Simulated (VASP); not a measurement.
# TiO2 (I4_1/amd) in VASP: notebook, part 2 of 2

VASP 6.6.1. Earlier steps stand in the parts before.

## (3) Single point, PBE

INCAR

```
  ALGO = Normal
  EDIFF = 1E-6
  ENCUT = 600
  GGA = PE
  GGA_COMPAT = False
  ISIF = 2
  ISMEAR = 0
  LASPH = True
  LCHARG = False
  LREAL = False
  LWAVE = False
  NBANDS = 33
  NELM = 120
  PREC = Accurate
  SIGMA = 0.02
```

KPOINTS

```
k-points
0
Gamma
  10 10 10
```

POSCAR

```
TiO2
1.0
   -1.8994821030      1.8994821030      4.8502670077
    1.8994821030     -1.8994821030      4.8502670077
    1.8994821030      1.8994821030     -4.8502670077
Ti O
2 4
Direct
    0.0000000000      0.0000000000      0.0000000000
    0.7500000000      0.2500000000      0.5000000000
    0.2064519537      0.2064519537      0.0000000000
    0.9564519537      0.4564519537      0.5000000000
    0.5435480463      0.0435480463      0.5000000000
    0.7935480463      0.7935480463      0.0000000000
```

Potentials or basis: VASP PAW PBE potentials, release 64 (Ti_sv, O).

On the command line:

```bash
> cat potpaw_PBE.64/Ti_sv/POTCAR potpaw_PBE.64/O/POTCAR > POTCAR
> mpirun -np 1 vasp_std > vasp.out
```

OUTCAR:

```text
EDIFF = 1E-6
   ENCUT = 600
   GGA = PE
   ISIF = 2
   ISMEAR = 0
   LASPH = True
   LREAL = False
   NELM = 120
   PREC = Accurate

 ion  position               nearest neighbor table
   1  0.000  0.000  0.000-   5 1.95   4 1.95   5 1.95   4 1.95   3 2.00   6 2.00
   2  0.750  0.250  0.500-   6 1.95   3 1.95   6 1.95   3 1.95   4 2.00   5 2.00
   3  0.206  0.206  0.000-   2 1.95   2 1.95   1 2.00
   4  0.956  0.456  0.500-   1 1.95   1 1.95   2 2.00
   5  0.544  0.044  0.500-   1 1.95   1 1.95   2 2.00
   6  0.794  0.794  0.000-   2 1.95   2 1.95   1 2.00

  LATTYP: Found a body centered tetragonal cell.
 ALAT       =     3.7989642060
 C/A-ratio  =     2.5534681269

  Lattice vectors:

 A1 = (  -1.8994821030,   1.8994821030,   4.8502670077)
 A2 = (   1.8994821030,  -1.8994821030,   4.8502670077)
 A3 = (   1.8994821030,   1.8994821030,  -4.8502670077)

Analysis of symmetry for initial positions (statically):
=====================================================================
 Subroutine PRICEL returns:
 Original cell was already a primitive cell.

 Routine SETGRP: Setting up the symmetry group for a
 body centered tetragonal supercell.

 Subroutine GETGRP returns: Found 16 space group operations
 (whereof  8 operations were pure point group operations)
 out of a pool of 16 trial point group operations.

The static configuration has the point symmetry D_2d.
 The point group associated with its full space group is D_4h.

Analysis of symmetry for dynamics (positions and initial velocities):
=====================================================================
 Subroutine PRICEL returns:
 Original cell was already a primitive cell.

[... 132 lines left out ...]
   EFERMI_NEDOS =   21; number of points for ismear=-14 and -15
   IALGO  =     38    algorithm
   IMIX   =      4    mixing-type and parameters
     AMIX     =   0.40;   BMIX     =  1.00
     AMIX_MAG =   1.60;   BMIX_MAG =  1.00
  volume/ion in A,a.u.               =      11.67        78.73
  Fermi-wavevector in a.u.,A,eV,Ry     =   1.443632  2.728069 28.355547  2.084074
  Thomas-Fermi vector in A             =   2.562018
   LORBIT       =      0    0 simple, 1 ext, 2 COOP (PROOUT), +10 PAW based schemes
   GGA     = PE    functional components
   LHFCALC =     F    Hartree Fock is set to
   AEXX    =    0.0000 exact exchange contribution
   IVDW    =     0    specifies the selected vdW correction
   LEPSILON=     F    determine dielectric tensor
   LRPA    =     F    only Hartree local field effects (RPA)
 non-spin polarized calculation
 Gauss-broadening in eV      SIGMA  =   0.02
  energy-cutoff  :      600.00
  volume of cell :       70.00
 maximum number of plane-waves:      2363
 NGX is ok and might be reduce to    48
   NGX = 23   NGY = 23   NGZ = 23

 number of electron      47.9999998 magnetization

 Free energy of the ion-electron system (eV)
  ---------------------------------------------------
  ext. energy  EPLUGINS =         0.00000000
  ---------------------------------------------------
  free energy    TOTEN  =       -53.87336751 eV

  energy without entropy =      -53.87336751  energy(sigma->0) =      -53.87336751

 E-fermi :   3.3650     XC(G=0): -10.5914

 val. band max:        3.1388163642   @ k =  -0.4000   0.4000   0.0000
 cond. band min:       5.2521486162   @ k =   0.0000   0.0000   0.0000
 fundamental gap:      2.1133322520
 Fermi energy:         3.3649712171

 k-point     1 :       0.0000    0.0000    0.0000
  band No.  band energies     occupation
      1     -53.3172      2.00000
      2     -53.2661      2.00000
      3     -29.7460      2.00000
      4     -29.5276      2.00000
      5     -29.5276      2.00000
      6     -29.4662      2.00000
[... 853 lines left out ...]
     32       9.4147      0.00000
     33      10.2979      0.00000

 [... further k-points ...]

------------------------ aborting loop because EDIFF is reached ----------------------------------------

  FORCE on cell =-STRESS in cart. coord.  units (eV):
  Direction    XX          YY          ZZ          XY          YZ          ZX
  --------------------------------------------------------------------------------------
  -------------------------------------------------------------------------------------
  Total        0.1769840      0.1769840      0.2093426      0.0000000      0.0000000      0.0000000
  in kB        4.0508725      4.0508725      4.7915066      0.0000000      0.0000000      0.0000000
  external PRESSURE =       4.2977505 kB  Pullay stress =       0.0000000 kB

 VOLUME and BASIS-vectors are now :
 -----------------------------------------------------------------------------
  energy-cutoff  :      600.00
  volume of cell :       70.00
      direct lattice vectors                 reciprocal lattice vectors
    -1.899482103  1.899482103  4.850267008     0.000000000  0.263229645  0.103087108
     1.899482103 -1.899482103  4.850267008     0.263229645  0.000000000  0.103087108
     1.899482103  1.899482103 -4.850267008     0.263229645  0.263229645  0.000000000

 POSITION                                       TOTAL-FORCE (eV/Angst)
 -----------------------------------------------------------------------------------
      0.00000      0.00000      0.00000         0.000000      0.000000      0.000000
      0.00000      1.89948      2.42513         0.000000      0.000000      0.000000
      0.00000      0.00000      2.00269         0.000000      0.000000      0.018017
     -0.00000      1.89948      4.42783         0.000000      0.000000      0.018017
      0.00000      1.89948      0.42244        -0.000000     -0.000000     -0.018017
      0.00000      0.00000      7.69784         0.000000      0.000000     -0.018017
 -----------------------------------------------------------------------------------
    total drift:                               -0.000000     -0.000000      0.000000

  FREE ENERGIE OF THE ION-ELECTRON SYSTEM (eV)
  ---------------------------------------------------
  free  energy   TOTEN  =       -53.8733675118 eV

  energy  without entropy=      -53.8733675118  energy(sigma->0) =      -53.87336751
```

OSZICAR:

```text
N       E                     dE             d eps       ncg     rms          rms(c)
DAV:   1     0.695010606615E+03    0.69501E+03   -0.26287E+04  6732   0.185E+03
DAV:   2     0.367710890608E+02   -0.65824E+03   -0.60953E+03  7325   0.533E+02
DAV:   3    -0.660267169068E+02   -0.10280E+03   -0.10071E+03  9247   0.198E+02
DAV:   4    -0.711385112107E+02   -0.51118E+01   -0.51005E+01 10393   0.430E+01
DAV:   5    -0.713311187189E+02   -0.19261E+00   -0.19257E+00  8651   0.651E+00    0.314E+01
DAV:   6    -0.541214772054E+02    0.17210E+02   -0.80246E+01  9459   0.882E+01    0.113E+01
DAV:   7    -0.541392330584E+02   -0.17756E-01   -0.15460E+01  9050   0.333E+01    0.919E+00
DAV:   8    -0.539773201672E+02    0.16191E+00   -0.52803E-01  8603   0.602E+00    0.672E+00
DAV:   9    -0.539578006669E+02    0.19520E-01   -0.10108E+00  9368   0.115E+01    0.276E+00
DAV:  10    -0.538877369162E+02    0.70064E-01   -0.52481E-01  9200   0.697E+00    0.101E+00
DAV:  11    -0.538744113523E+02    0.13326E-01   -0.53371E-02  8776   0.168E+00    0.514E-01
DAV:  12    -0.538738729220E+02    0.53843E-03   -0.98965E-03  8132   0.114E+00    0.187E-01
DAV:  13    -0.538733899516E+02    0.48297E-03   -0.12488E-03  9196   0.360E-01    0.421E-02
DAV:  14    -0.538733608083E+02    0.29143E-04   -0.19612E-04  8920   0.157E-01    0.200E-02
DAV:  15    -0.538733669574E+02   -0.61491E-05   -0.66387E-05  8409   0.558E-02    0.643E-03
DAV:  16    -0.538733675118E+02   -0.55436E-06   -0.25229E-06  6972   0.113E-02
   1 F= -.53873368E+02 E0= -.53873368E+02  d E =-.132872E-59
```

stdout:

```text
POSCAR found type information on POSCAR TiO
 POSCAR found :  2 types and       6 ions
 scaLAPACK will be used
 LDA part: xc-table for (Slater+PW92), standard interpolation
 POSCAR, INCAR and KPOINTS ok, starting setup
 FFT: planning ... GRIDC
 FFT: planning ... GRID_SOFT
 FFT: planning ... GRID
 WAVECAR not read
 entering main loop
```

Run time: 14 min. Hardware: 1 thread of Oxide Virtual Turin-like, shared host; peak memory 0.43 GiB.

What came out:

- Free energy: -53.8734 eV
- Pressure: 0.4 GPa
- Largest force: 0.018 eV/Å
- Band gap on the k mesh: 2.11 eV (least direct gap 2.41 eV)

Forces on the atoms (eV/Å):
```
Ti   0.000  0.000  0.000
Ti   0.000  0.000  0.000
O    0.000  0.000  0.018
O    0.000  0.000  0.018
O    0.000  0.000 -0.018
O    0.000  0.000 -0.018
```

Levels at points of the mesh, in eV from the valence-band top:
| k point | band 22 | band 23 | band 24 | band 25 | band 26 | band 27 |
| --- | --- | --- | --- | --- | --- | --- |
| (0.00, 0.00, 0.00) | -0.78 | -0.41 | -0.41 | 2.11 | 2.78 | 3.97 |
| (0.50, 0.00, 0.00) | -0.87 | -0.84 | -0.63 | 3.19 | 3.46 | 3.51 |
| (0.50, 0.50, 0.00) | -1.97 | -0.04 | -0.04 | 3.21 | 3.21 | 3.68 |
| (0.50, 0.50, 0.50) | -1.23 | -0.09 | -0.09 | 2.44 | 2.44 | 3.70 |
